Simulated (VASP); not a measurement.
# AlN (Cmc2_1) in VASP: single point with HSE06

Aim: the single point of AlN with HSE06.

All numbers are computed with VASP 6.6.1; they aren't measurements. Logs are shortened: lines on timing, memory, paths and dates and some standing lists are left out, and cuts for length are marked.

**1. The cell of the first run**

The structure is orthorhombic, space group Cmc2_1 (No. 36). Conventional cell: a = 3.231 Å, b = 5.381 Å, c = 4.979 Å, α = 90.00°, β = 90.00°, γ = 90.00°. Within 2.5 Å of Al (site symmetry m) lie 4 N at 1.91 to 1.92 Å. Within 2.5 Å of N (site symmetry m) lie 4 Al at 1.91 to 1.92 Å.

**2. Single point, HSE06 (uniaxial x strain +4.0%)**

Input file POSCAR:

```
AlN
1.0
    3.2309615119      0.0000000000      0.0000000000
   -1.6154807559      2.6904757192      0.0000000000
    0.0000000000      0.0000000000      4.9785915477
Al N
2 2
Direct
    0.3323828793      0.6647657587     -0.0048036065
    0.6676171207      0.3352342413      0.4951963935
    0.3297191988      0.6594383977      0.3798036065
    0.6702808012      0.3405616023      0.8798036065
```

Input file INCAR.step1:

```
PREC     = Accurate       # precision mode
ENCUT    = 520            # plane-wave cutoff, eV
EDIFF    = 1E-5           # SCF threshold, eV
ISMEAR   = 0              # smearing method
SIGMA    = 0.01           # smearing width, eV
LREAL    = F              # projectors in reciprocal space
LASPH    = T              # aspherical terms in the spheres
NELM     = 100            # most SCF steps
ALGO     = Normal         # electronic algorithm
ISIF     = 2              # what is computed and relaxed
LWAVE    = T              # write WAVECAR
LCHARG   = F              # write CHGCAR
NBANDS   = 16             # bands
GGA      = PE             # functional
```

Input file INCAR.step2:

```
PREC     = Accurate       # precision mode
ENCUT    = 520            # plane-wave cutoff, eV
EDIFF    = 1E-6           # SCF threshold, eV
ISMEAR   = 0              # smearing method
SIGMA    = 0.01           # smearing width, eV
LREAL    = F              # projectors in reciprocal space
LASPH    = T              # aspherical terms in the spheres
NELM     = 100            # most SCF steps
ALGO     = Normal         # electronic algorithm
ISIF     = 2              # what is computed and relaxed
LWAVE    = F              # write WAVECAR
LCHARG   = F              # write CHGCAR
GGA      = PE             # functional
LHFCALC  = T              # exact exchange
HFSCREEN = 0.2079         # screening, 1/A
PRECFOCK = Normal       
NBANDS   = 16             # bands
ISTART   = 1
```

Input file KPOINTS:

```
Automatic mesh
0
Gamma
  6 6 4
```

Potentials or basis: VASP PAW PBE potentials, release 64 (Al, N).

Started as:

```
cat potpaw_PBE.64/Al/POTCAR potpaw_PBE.64/N/POTCAR > POTCAR
cp INCAR.step1 INCAR
mpirun -np 1 vasp_std > vasp.out
cp INCAR.step2 INCAR
mpirun -np 1 vasp_std > vasp.out
```

OUTCAR:

```text
PREC = Accurate
   ENCUT = 520
   EDIFF = 1E-6
   ISMEAR = 0
   LREAL = F
   LASPH = T
   NELM = 100
   ISIF = 2
   GGA = PE
   LHFCALC = T
   HFSCREEN = 0.2079
   PRECFOCK = Normal
   ISTART = 1

 ion  position               nearest neighbor table
   1  0.332  0.665  0.995-   4 1.91   3 1.91   4 1.92   4 1.92   2 3.07   2 3.07   2 3.10   2 3.10
                             2 3.10   2 3.10
   2  0.668  0.335  0.495-   3 1.91   4 1.91   3 1.92   3 1.92   1 3.07   1 3.07   1 3.10   1 3.10
                             1 3.10   1 3.10
   3  0.330  0.659  0.380-   2 1.91   1 1.91   2 1.92   2 1.92
   4  0.670  0.341  0.880-   1 1.91   2 1.91   1 1.92   1 1.92

  Warning from LATTYP: Monoclinic adjustment (A1->A3, A2->A1, A3->A2)!
  LATTYP: Found a base centered orthorhombic cell.
 ALAT       =     3.2309615119
 B/A-ratio  =     1.6654334688
 C/A-ratio  =     1.5409009143

  Lattice vectors:

 A1 = (   1.6154807559,  -2.6904757192,   0.0000000000)
 A2 = (   1.6154807560,   2.6904757192,   0.0000000000)
 A3 = (   0.0000000000,   0.0000000000,   4.9785915477)

Analysis of symmetry for initial positions (statically):
=====================================================================
 Subroutine PRICEL returns:
 Original cell was already a primitive cell.

 Routine SETGRP: Setting up the symmetry group for a
 base centered orthorhombic supercell.

 Subroutine GETGRP returns: Found  4 space group operations
 (whereof  2 operations were pure point group operations)
 out of a pool of  8 trial point group operations.

The static configuration has the point symmetry C_1h.
 The point group associated with its full space group is C_2v.

Analysis of symmetry for dynamics (positions and initial velocities):
=====================================================================
 Subroutine PRICEL returns:
 Original cell was already a primitive cell.

 Routine SETGRP: Setting up the symmetry group for a
 base centered orthorhombic supercell.

 Subroutine GETGRP returns: Found  4 space group operations
 (whereof  2 operations were pure point group operations)
 out of a pool of  8 trial point group operations.

The dynamic configuration has the point symmetry C_1h.
 The point group associated with its full space group is C_2v.

 Subroutine INISYM returns: Found  4 space group operations
 (whereof  2 operations are pure point group operations),
 and found     1 'primitive' translations

----------------------------------------------------------------------------------------

                                     Primitive cell

  volume of cell :      43.2780

  direct lattice vectors                    reciprocal lattice vectors
     3.230961512  0.000000000  0.000000000     0.309505389  0.185840741  0.000000000
    -1.615480756  2.690475719  0.000000000     0.000000000  0.371681481  0.000000000
     0.000000000  0.000000000  4.978591548     0.000000000  0.000000000  0.200860020

  length of vectors
     3.230961512  3.138222055  4.978591548     0.361012973  0.371681481  0.200860020

  position of ions in fractional coordinates (direct lattice)
     0.332382879  0.664765759  0.995196394
     0.667617121  0.335234241  0.495196394
     0.329719199  0.659438398  0.379803606
     0.670280801  0.340561602  0.879803606

  ion indices of the primitive-cell ions
   primitive index   ion index
                 1           1
                 2           2
                 3           3
                 4           4

----------------------------------------------------------------------------------------

 KPOINTS: Automatic mesh

Automatic generation of k-mesh.
 Grid dimensions read from file:
 generate k-points for:    6    6    4

 Generating k-lattice:

  Cartesian coordinates                     Fractional coordinates (reciprocal lattice)
     0.051584232  0.030973457  0.000000000     0.166666667  0.000000000  0.000000000
     0.000000000  0.061946914  0.000000000     0.000000000  0.166666667  0.000000000
     0.000000000  0.000000000  0.050215005     0.000000000  0.000000000  0.250000000

  Length of vectors
     0.060168829  0.061946914  0.050215005

  Shift w.r.t. Gamma in fractional coordinates (k-lattice)
     0.000000000  0.000000000  0.000000000

 Subroutine IBZKPT returns following result:
 ===========================================

 Found     39 irreducible k-points:

 Following reciprocal coordinates:
            Coordinates               Weight
  0.000000  0.000000  0.000000      1.000000
  0.166667  0.000000  0.000000      4.000000
  0.333333  0.000000  0.000000      4.000000
  0.500000  0.000000  0.000000      2.000000
  0.000000  0.166667  0.000000      2.000000
  0.166667  0.166667  0.000000      4.000000
[... 16 lines left out ...]
  0.000000  0.333333  0.250000      4.000000
  0.166667  0.333333  0.250000      8.000000
 [... further k-points ...]
   k-points           NKPTS =     39   k-points in BZ     NKDIM =    144   number of bands    NBANDS=     16
   number of dos      NEDOS =    301   number of ions     NIONS =      4
   total plane-waves  NPLWV =  23040
   dimension x,y,z NGX =    24 NGY =   24 NGZ =   40
   dimension x,y,z NGXF=    48 NGYF=   48 NGZF=   80
   ions per type =               2   2
   NGX,Y,Z   is equivalent  to a cutoff of  12.35, 12.71, 13.36 a.u.
   NGXF,Y,Z  is equivalent  to a cutoff of  24.70, 25.43, 26.71 a.u.
 SYSTEM =  unknown system
   PREC   = accura    normal or accurate (medium, high low for compatibility)
   ISTART =      1    job   : 0-new  1-cont  2-samecut
   ICHARG =      0    charge: 1-file 2-atom 10-const
   ISPIN  =      1    spin polarized calculation?
   LNONCOLLINEAR =      F non collinear calculations
   LSORBIT =      F    spin-orbit coupling
   LASPH  =      T    aspherical Exc in radial PAW
   ENCUT  =  520.0 eV  38.22 Ry    6.18 a.u.   6.01  5.84  9.26*2*pi/ulx,y,z
   NELM   =    100;   NELMIN=  2; NELMDL=  0     # of ELM steps
   EDIFF  = 0.1E-05   stopping-criterion for ELM
   LREAL  =      F    real-space projection
   EDIFFG = 0.1E-04   stopping-criterion for IOM
   NSW    =      0    number of steps for IOM
   IBRION =     -1    ionic relax: 0-MD 1-quasi-New 2-CG
   NFREE  =      0    steps in history (QN), initial steepest desc. (CG)
   ISIF   =      2    stress and relaxation
   ISYM   =      3    0-nonsym 1-usesym 2-fastsym
   POTIM  = 0.5000    time-step for ionic-motion
   TEBEG  =    0.0;   TEEND  =   0.0 temperature during run
   PSTRESS=    0.0 pullay stress
   NELECT =      16.0000    total number of electrons
   NUPDOWN=      -1.0000    fix difference up-down
   EMIN   =  10.00;   EMAX   =-10.00  energy-range for DOS
   EFERMI =   0.00;   METHOD = LEGACY
   ISMEAR =     0;   SIGMA  =   0.01  broadening in eV -4-tet -1-fermi 0-gaus
   EFERMI_NEDOS =   21; number of points for ismear=-14 and -15
   IALGO  =     38    algorithm
   IMIX   =      1    mixing-type and parameters
     AMIX     =   0.40;   BMIX     =  1.00
     AMIX_MAG =   1.60;   BMIX_MAG =  1.00
  volume/ion in A,a.u.               =      10.82        73.01
  Fermi-wavevector in a.u.,A,eV,Ry     =   1.174967  2.220366 18.783492  1.380548
  Thomas-Fermi vector in A             =   2.311356
   LORBIT       =      0    0 simple, 1 ext, 2 COOP (PROOUT), +10 PAW based schemes
   GGA     = PE    functional components
   LHFCALC =     T    Hartree Fock is set to
   PRECFOCK=normal    Normal, Fast or Accurate (Low or Medium for compatibility)
   ENCUT4O =  -1.0   cutoff for four orbital integrals eV
   NKREDX  =     1    reduce k-point grid by
   NKREDY  =     1    reduce k-point grid by
   NKREDZ  =     1    reduce k-point grid by
   AEXX    =    0.2500 exact exchange contribution
   HFSCREEN=    0.2079 screening length (either q_TF or 0.3 A-1)
   HFSCREENC=   0.2079 screening length for correlation (either q_TF or 0.3 A-1)
   ENCUTFOCK=  -1.0 apply spherical cutoff to Coloumb kernel
   IVDW    =     0    specifies the selected vdW correction
   LEPSILON=     F    determine dielectric tensor
   LRPA    =     F    only Hartree local field effects (RPA)
 non-spin polarized calculation
 Gauss-broadening in eV      SIGMA  =   0.01
  energy-cutoff  :      520.00
  volume of cell :       43.28
 maximum number of plane-waves:      1184
  NGX = 20; NGY = 18; NGZ = 30

 number of electron      16.0000001 magnetization

 Free energy of the ion-electron system (eV)
  ---------------------------------------------------
  ext. energy  EPLUGINS =         0.00000000
  ---------------------------------------------------
  free energy    TOTEN  =       -34.80856145 eV

  energy without entropy =      -34.80856145  energy(sigma->0) =      -34.80856145

 E-fermi :   5.1135     XC(G=0):  -8.8769

 val. band max:        5.0258425693   @ k =   0.0000   0.0000   0.0000
 cond. band min:      10.1352877715   @ k =   0.0000   0.0000   0.0000
 fundamental gap:      5.1094452022
 Fermi energy:         5.1135453298

 k-point     1 :       0.0000    0.0000    0.0000
  band No.  band energies     occupation
      1     -11.5596      2.00000
      2      -9.3049      2.00000
      3      -1.3483      2.00000
      4       3.7375      2.00000
      5       4.0561      2.00000
      6       4.5665      2.00000
[... 8 lines left out ...]
     15      19.4816      0.00000
     16      19.8193      0.00000

 k-point     2 :       0.1667    0.0000    0.0000
  band No.  band energies     occupation
      1     -11.2161      2.00000
      2      -9.1338      2.00000
      3      -0.9221      2.00000
      4       2.3569      2.00000
      5       3.2850      2.00000
      6       3.6032      2.00000
[... 8 lines left out ...]
     15      18.7047      0.00000
     16      19.2974      0.00000

 k-point     3 :       0.3333    0.0000    0.0000
  band No.  band energies     occupation
      1     -10.3340      2.00000
      2      -8.8506      2.00000
      3       0.0706      2.00000
      4       0.2693      2.00000
      5       1.3737      2.00000
      6       2.9929      2.00000
[... 8 lines left out ...]
     15      18.4753      0.00000
     16      20.8973      0.00000

 k-point     4 :       0.5000    0.0000    0.0000
  band No.  band energies     occupation
      1      -9.6290      2.00000
      2      -8.8879      2.00000
      3      -0.8648      2.00000
      4       0.4893      2.00000
      5       1.3383      2.00000
      6       2.7406      2.00000
[... 8 lines left out ...]
     15      19.0755      0.00000
     16      21.6791      0.00000
[... 324 lines left out ...]
 k-point    22 :      -0.3333    0.1667    0.2500
  band No.  band energies     occupation
      1     -10.4047      2.00000
      2      -9.2110      2.00000
      3      -0.0932      2.00000
      4       1.1030      2.00000
      5       2.0620      2.00000
      6       2.8491      2.00000
[... 8 lines left out ...]
     15      18.6424      0.00000
     16      20.4960      0.00000

 k-point    23 :       0.0000    0.3333    0.2500
  band No.  band energies     occupation
      1     -10.0650      2.00000
      2      -9.0245      2.00000
      3      -0.2799      2.00000
      4       0.7097      2.00000
      5       1.8779      2.00000
      6       2.7758      2.00000
[... 8 lines left out ...]
     15      19.0414      0.00000
     16      20.2606      0.00000

 k-point    24 :       0.1667    0.3333    0.2500
  band No.  band energies     occupation
      1      -9.4731      2.00000
      2      -8.8694      2.00000
      3      -0.5108      2.00000
      4       0.1301      2.00000
      5       1.5296      2.00000
      6       2.5260      2.00000
[... 8 lines left out ...]
     15      19.1385      0.00000
     16      20.9382      0.00000

 [... further k-points ...]

------------------------ aborting loop because EDIFF is reached ----------------------------------------

  FORCE on cell =-STRESS in cart. coord.  units (eV):
  Direction    XX          YY          ZZ          XY          YZ          ZX
  --------------------------------------------------------------------------------------
  -------------------------------------------------------------------------------------
  Total       -4.2082119     -1.5770098     -1.3082477     -0.0000000      0.0000000      0.0000000
  in kB     -155.7904473    -58.3818169    -48.4320883     -0.0000000      0.0000000      0.0000000
  external PRESSURE =     -87.5347842 kB  Pullay stress =       0.0000000 kB

 VOLUME and BASIS-vectors are now :
 -----------------------------------------------------------------------------
  energy-cutoff  :      520.00
  volume of cell :       43.28
      direct lattice vectors                 reciprocal lattice vectors
     3.230961512  0.000000000  0.000000000     0.309505389  0.185840741  0.000000000
    -1.615480756  2.690475719  0.000000000     0.000000000  0.371681481  0.000000000
     0.000000000  0.000000000  4.978591548     0.000000000  0.000000000  0.200860020

 POSITION                                       TOTAL-FORCE (eV/Angst)
 -----------------------------------------------------------------------------------
     -0.00000      1.78854      4.95468         0.000000      0.000277     -0.007804
      1.61548      0.90194      2.46538        -0.000000     -0.000277     -0.007804
     -0.00000      1.77420      1.89089        -0.000000     -0.000144      0.007804
      1.61548      0.91627      4.38018         0.000000      0.000144      0.007804
 -----------------------------------------------------------------------------------
    total drift:                                0.000000     -0.000000     -0.000341

  FREE ENERGIE OF THE ION-ELECTRON SYSTEM (eV)
  ---------------------------------------------------
  free  energy   TOTEN  =       -34.8085614460 eV

  energy  without entropy=      -34.8085614460  energy(sigma->0) =      -34.80856145
```

Run time: 58 min. Hardware: 1 thread of Intel Xeon Platinum 8259CL at 2.50GHz (Skylake/Cascade Lake), shared host; peak memory 0.28 GiB.

What came out:

```
Free energy            : -34.8086 eV
Pressure               : -8.8 GPa
Largest force          : 0.008 eV/Å
Band gap on the k mesh : 5.11 eV
```

Forces on the atoms (eV/Å):
```
Al   0.000  0.000 -0.008
Al   0.000  0.000 -0.008
N    0.000  0.000  0.008
N    0.000  0.000  0.008
```

Caveat: the cell differs from its parent crystal (uniaxial x strain +4.0%); the stress differs along the axes, from -16 to -5 GPa; the PAW data sets were made with another functional, which shifts forces and pressure a little.
